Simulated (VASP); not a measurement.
# Ta (P-1) in VASP: relaxation of cell and atoms with PBEsol

Aim: the relaxation of cell and atoms of Ta with PBEsol.

Program: VASP 6.6.1. These are calculated values, not measurements. Logs are shortened: lines on timing, memory, paths and dates and some standing lists are left out, and cuts for length are marked.

### Step 1. The cell of the first run

The typed cell holds 2 atoms: a = 2.867 Å, b = 2.867 Å, c = 5.091 Å, α = 90.00°, β = 90.00°, γ = 120.00°.

### Step 2. Relaxation of cell and atoms, PBEsol

INCAR

```
SYSTEM = Ta
ALGO     = Fast           ! electronic algorithm
EDIFF    = 1E-6           ! SCF threshold, eV
EDIFFG   = -0.01          ! ionic threshold
ENCUT    = 600            ! plane-wave cutoff, eV
GGA      = PS             ! functional
IBRION   = 2              ! ionic algorithm
ISIF     = 3              ! what is computed and relaxed
ISMEAR   = 0              ! smearing method
LASPH    = .TRUE.         ! aspherical terms in the spheres
LCHARG   = .FALSE.        ! write CHGCAR
LREAL    = .FALSE.        ! projectors in reciprocal space
LWAVE    = .FALSE.        ! write WAVECAR
NELM     = 100            ! most SCF steps
NSW      = 100            ! ionic steps
PREC     = Accurate       ! precision mode
SIGMA    = 0.15           ! smearing width, eV
```

KPOINTS

```
k-points
0
G
  12 12 8
  0 0 0
```

POSCAR

```
Ta
1.0
    2.8669354486      0.0000000000      0.0000000000
   -1.4334677243      2.4828389295      0.0000000000
    0.0000000000      0.0000000000      5.0914149207
Ta
2
Direct
    0.5410003387      0.2543800283      0.7510403075
    0.4589996613      0.7456199717      0.2489596925
```

Potentials or basis: VASP PAW PBE potentials, release 64 (Ta_pv).

Command:

```bash
$ cat potpaw_PBE.64/Ta_pv/POTCAR > POTCAR
$ mpirun -np 1 vasp_std > vasp.out
```

OUTCAR:

```text
SYSTEM = Ta
   EDIFF = 1E-6
   EDIFFG = -0.01
   ENCUT = 600
   GGA = PS
   IBRION = 2
   ISIF = 3
   ISMEAR = 0
   LASPH = .TRUE.
   LREAL = .FALSE.
   NELM = 100
   NSW = 100
   PREC = Accurate

 ion  position               nearest neighbor table
   1  0.541  0.254  0.751-   2 2.88   2 2.89   2 2.97   2 2.98   2 3.41   2 3.43
   2  0.459  0.746  0.249-   1 2.88   1 2.89   1 2.97   1 2.98   1 3.41   1 3.43

  LATTYP: Found a hexagonal cell.
 ALAT       =     2.8669354486
 C/A-ratio  =     1.7759084611

  Lattice vectors:

 A1 = (   2.8669354486,   0.0000000000,   0.0000000000)
 A2 = (  -1.4334677243,   2.4828389295,   0.0000000000)
 A3 = (   0.0000000000,   0.0000000000,   5.0914149207)

Analysis of symmetry for initial positions (statically):
=====================================================================
 Subroutine PRICEL returns:
 Original cell was already a primitive cell.

 Routine SETGRP: Setting up the symmetry group for a
 hexagonal supercell.

 Subroutine GETGRP returns: Found  2 space group operations
 (whereof  2 operations were pure point group operations)
 out of a pool of 24 trial point group operations.

The static configuration has the point symmetry S_2 .

Analysis of symmetry for dynamics (positions and initial velocities):
=====================================================================
 Subroutine PRICEL returns:
 Original cell was already a primitive cell.

 Routine SETGRP: Setting up the symmetry group for a
 hexagonal supercell.

 Subroutine GETGRP returns: Found  2 space group operations
 (whereof  2 operations were pure point group operations)
 out of a pool of 24 trial point group operations.

The dynamic configuration has the point symmetry S_2 .

 Subroutine INISYM returns: Found  2 space group operations
 (whereof  2 operations are pure point group operations),
 and found     1 'primitive' translations

----------------------------------------------------------------------------------------

                                     Primitive cell

  volume of cell :      36.2414

  direct lattice vectors                    reciprocal lattice vectors
     2.866935449  0.000000000  0.000000000     0.348804505  0.201382375  0.000000000
    -1.433467724  2.482838930  0.000000000     0.000000000  0.402764750  0.000000000
     0.000000000  0.000000000  5.091414921     0.000000000  0.000000000  0.196409056

  length of vectors
     2.866935449  2.866935449  5.091414921     0.402764750  0.402764750  0.196409056

  position of ions in fractional coordinates (direct lattice)
     0.541000339  0.254380028  0.751040307
     0.458999661  0.745619972  0.248959693

  ion indices of the primitive-cell ions
   primitive index   ion index
                 1           1
                 2           2

----------------------------------------------------------------------------------------

 KPOINTS: k-points

Automatic generation of k-mesh.
 Grid dimensions read from file:
 generate k-points for:   12   12    8

 Generating k-lattice:

  Cartesian coordinates                     Fractional coordinates (reciprocal lattice)
     0.029067042  0.016781865  0.000000000     0.083333333 -0.000000000  0.000000000
     0.000000000  0.033563729  0.000000000     0.000000000  0.083333333  0.000000000
     0.000000000  0.000000000  0.024551132     0.000000000  0.000000000  0.125000000

  Length of vectors
     0.033563729  0.033563729  0.024551132

  Shift w.r.t. Gamma in fractional coordinates (k-lattice)
     0.000000000  0.000000000  0.000000000

 Subroutine IBZKPT returns following result:
 ===========================================

 Found    580 irreducible k-points:

 Following reciprocal coordinates:
            Coordinates               Weight
  0.000000  0.000000  0.000000      1.000000
  0.083333 -0.000000  0.000000      2.000000
  0.000000  0.083333  0.000000      2.000000
 -0.083333  0.083333  0.000000      2.000000
  0.166667  0.000000  0.000000      2.000000
  0.000000  0.166667  0.000000      2.000000
[... 16 lines left out ...]
  0.166667  0.083333  0.000000      2.000000
 -0.083333  0.250000  0.000000      2.000000
 [... further k-points ...]
   k-points           NKPTS =    580   k-points in BZ     NKDIM =    580   number of bands    NBANDS=     15
   number of dos      NEDOS =    301   number of ions     NIONS =      2
   total plane-waves  NPLWV =  24192
   dimension x,y,z NGX =    24 NGY =   24 NGZ =   42
   dimension x,y,z NGXF=    48 NGYF=   48 NGZF=   84
   ions per type =               2
   NGX,Y,Z   is equivalent  to a cutoff of  13.92, 13.92, 13.71 a.u.
   NGXF,Y,Z  is equivalent  to a cutoff of  27.83, 27.83, 27.43 a.u.
 SYSTEM =  Ta
   PREC   = accura    normal or accurate (medium, high low for compatibility)
   ISTART =      0    job   : 0-new  1-cont  2-samecut
   ICHARG =      2    charge: 1-file 2-atom 10-const
   ISPIN  =      1    spin polarized calculation?
   LNONCOLLINEAR =      F non collinear calculations
   LSORBIT =      F    spin-orbit coupling
   LASPH  =      T    aspherical Exc in radial PAW
   ENCUT  =  600.0 eV  44.10 Ry    6.64 a.u.   5.73  5.73 10.17*2*pi/ulx,y,z
   NELM   =    100;   NELMIN=  2; NELMDL= -5     # of ELM steps
   EDIFF  = 0.1E-05   stopping-criterion for ELM
   LREAL  =      F    real-space projection
   EDIFFG = -.1E-01   stopping-criterion for IOM
   NSW    =    100    number of steps for IOM
   IBRION =      2    ionic relax: 0-MD 1-quasi-New 2-CG
   NFREE  =      1    steps in history (QN), initial steepest desc. (CG)
   ISIF   =      3    stress and relaxation
   ISYM   =      2    0-nonsym 1-usesym 2-fastsym
   POTIM  = 0.5000    time-step for ionic-motion
   TEBEG  =    0.0;   TEEND  =   0.0 temperature during run
   PSTRESS=    0.0 pullay stress
   NELECT =      22.0000    total number of electrons
   NUPDOWN=      -1.0000    fix difference up-down
   EMIN   =  10.00;   EMAX   =-10.00  energy-range for DOS
   EFERMI =   0.00;   METHOD = LEGACY
   ISMEAR =     0;   SIGMA  =   0.15  broadening in eV -4-tet -1-fermi 0-gaus
   EFERMI_NEDOS =   21; number of points for ismear=-14 and -15
   IALGO  =     68    algorithm
   IMIX   =      4    mixing-type and parameters
     AMIX     =   0.40;   BMIX     =  1.00
     AMIX_MAG =   1.60;   BMIX_MAG =  1.00
  volume/ion in A,a.u.               =      18.12       122.28
  Fermi-wavevector in a.u.,A,eV,Ry     =   1.386162  2.619467 26.142858  1.921446
  Thomas-Fermi vector in A             =   2.510504
   LORBIT       =      0    0 simple, 1 ext, 2 COOP (PROOUT), +10 PAW based schemes
   GGA     = PS    functional components
   LHFCALC =     F    Hartree Fock is set to
   AEXX    =    0.0000 exact exchange contribution
   IVDW    =     0    specifies the selected vdW correction
   LEPSILON=     F    determine dielectric tensor
   LRPA    =     F    only Hartree local field effects (RPA)
 conjugate gradient relaxation of ions
 non-spin polarized calculation
 RMM-DIIS sequential band-by-band and
 Gauss-broadening in eV      SIGMA  =   0.15
  energy-cutoff  :      600.00
  volume of cell :       36.24
 maximum number of plane-waves:      1228
   NGX = 11   NGY = 11   NGZ = 21

--------------------------------------- Ionic step        1  -------------------------------------------

 number of electron      22.0000000 magnetization

 Free energy of the ion-electron system (eV)
  ---------------------------------------------------
  ext. energy  EPLUGINS =         0.00000000
  ---------------------------------------------------
  free energy    TOTEN  =       -24.75411028 eV

  energy without entropy =      -24.73136584  energy(sigma->0) =      -24.74273806

------------------------ aborting loop because EDIFF is reached ----------------------------------------

  FORCE on cell =-STRESS in cart. coord.  units (eV):
  Direction    XX          YY          ZZ          XY          YZ          ZX
  --------------------------------------------------------------------------------------
  -------------------------------------------------------------------------------------
  Total       -0.3936343      1.9110631     -1.8826583     -1.7487624      0.0015534      0.0290681
  in kB      -17.4019746     84.4852038    -83.2294704    -77.3101349      0.0686751      1.2850560
  external PRESSURE =      -5.3820804 kB  Pullay stress =       0.0000000 kB
[... 89 lines left out ...]
  FREE ENERGIE OF THE ION-ELECTRON SYSTEM (eV)
  ---------------------------------------------------
  free  energy   TOTEN  =       -25.0825890962 eV

  energy  without entropy=      -25.0525447809  energy(sigma->0) =      -25.06756694

[... ionic steps 4 to 14 ...]

--------------------------------------- Ionic step       15  -------------------------------------------

 number of electron      22.0000004 magnetization

------------------------ aborting loop because EDIFF is reached ----------------------------------------
[... 67 lines left out ...]
--------------------------------------- Ionic step       17  -------------------------------------------

 number of electron      22.0000004 magnetization

 Free energy of the ion-electron system (eV)
  ---------------------------------------------------
  ext. energy  EPLUGINS =         0.00000000
  ---------------------------------------------------
  free energy    TOTEN  =       -25.11555164 eV

  energy without entropy =      -25.08701241  energy(sigma->0) =      -25.10128202

 E-fermi :   5.4766     XC(G=0): -12.8305

 val. band max:        5.4757624775   @ k =   0.3333   0.2500   0.1250
 cond. band min:       5.4815613785   @ k =   0.0833  -0.1667   0.2500
 fundamental gap:      0.0057989010
 Fermi energy:         5.4765779010

 k-point     1 :       0.0000    0.0000    0.0000
  band No.  band energies     occupation
      1     -28.7158      2.00000
      2     -27.8603      2.00000
      3     -27.4615      2.00000
      4     -27.4577      2.00000
      5     -27.4563      2.00000
      6     -27.4526      2.00000
      7      -2.5230      2.00000
      8       1.0021      2.00000
      9       3.8741      2.00000
     10       6.1987      0.00000
     11       6.2017      0.00000
     12       6.2180      0.00000
     13       7.1760      0.00000
     14       9.4433      0.00000
[... 401 lines left out ...]
      2     -28.0046      2.00000
      3     -27.7635      2.00000
      4     -27.6356      2.00000
      5     -27.5827      2.00000
      6     -27.5500      2.00000
      7      -1.1007      2.00000
      8       2.3871      2.00000
      9       3.8330      2.00000
     10       5.7282      0.01770
     11       5.9124      0.00004
     12       5.9724      0.00000
     13       7.1406      0.00000
     14       7.7363      0.00000
     15       9.9121      0.00000

 [... further k-points ...]

------------------------ aborting loop because EDIFF is reached ----------------------------------------

  FORCE on cell =-STRESS in cart. coord.  units (eV):
  Direction    XX          YY          ZZ          XY          YZ          ZX
  --------------------------------------------------------------------------------------
  -------------------------------------------------------------------------------------
  Total        0.0030623      0.0026230     -0.0002893      0.0016330      0.0011276      0.0010400
  in kB        0.1389596      0.1190282     -0.0131277      0.0741047      0.0511682      0.0471943
  external PRESSURE =       0.0816200 kB  Pullay stress =       0.0000000 kB
[... 17 lines left out ...]
  FREE ENERGIE OF THE ION-ELECTRON SYSTEM (eV)
  ---------------------------------------------------
  free  energy   TOTEN  =       -25.1155516430 eV

  energy  without entropy=      -25.0870124056  energy(sigma->0) =      -25.10128202

 reached required accuracy - stopping structural energy minimisation
```

It took 20 min on 1 thread of Intel Xeon 6975P-C (Granite Rapids), shared host; peak memory 0.48 GiB.

Results:

```yaml
Free_energy: -25.1156 eV
Relaxed_volume: 17.65 Å³/atom
Relaxed_cell: a = 2.840 Å, b = 3.279 Å, c = 4.643 Å, α = 90.00°, β = 90.00°, γ = 125.27°
Space_group_after_relaxing_to_0.1_Å: Im-3m (No. 229)
Energy_gained_by_relaxing: 180.7 meV/atom
Ionic_steps: 17
Pressure_after_relaxing: 0.0 GPa
Band_gap_on_the_k_mesh: zero (bands 11 and 12 overlap by 2.87 eV)
```

Step by step:
| step | energy change (eV) | largest force (eV/Å) | pressure (GPa) | volume (Å³) |
| --- | --- | --- | --- | --- |
| 1 | 0.0000 | 0.5642 | -0.54 | 36.24 |
| 2 | -0.2387 | 0.5400 | -1.38 | 35.79 |
| 3 | -0.3285 | 0.3972 | 0.96 | 35.24 |
| 4 | -0.1247 | 0.4335 | 13.08 | 33.70 |
| 5 | -0.3355 | 0.3667 | 2.29 | 35.00 |
| 6 | -0.3275 | 0.1934 | -6.40 | 36.52 |
| 7 | -0.3437 | 0.2871 | -1.43 | 35.62 |
| 8 | -0.3570 | 0.1519 | -0.57 | 35.41 |
| 9 | -0.3597 | 0.0976 | 0.10 | 35.29 |
| 10 | -0.3597 | 0.0960 | 0.19 | 35.27 |
| 11 | -0.3612 | 0.0270 | -0.38 | 35.37 |
| 12 | -0.3613 | 0.0207 | -0.45 | 35.38 |
| 13 | -0.3606 | 0.0208 | 1.22 | 35.10 |
| 14 | -0.3614 | 0.0113 | 0.07 | 35.30 |
| 15 | -0.3614 | 0.0116 | 0.03 | 35.30 |
| 16 | -0.3614 | 0.0113 | 0.01 | 35.30 |
| 17 | -0.3614 | 0.0018 | 0.01 | 35.31 |

Final structure:
```
CELL_PARAMETERS angstrom
2.82808 -0.25881 -0.00022
-1.64152 2.83900 0.00024
0.00018 -0.00035 4.64319
ATOMIC_POSITIONS crystal
Ta 0.49988 0.24999 0.75003
Ta 0.50012 0.75001 0.24997
```

Caveat: the PAW data sets were made with another functional, which shifts forces and pressure a little; spin-orbit coupling is left out, which moves the levels of the heavy elements.
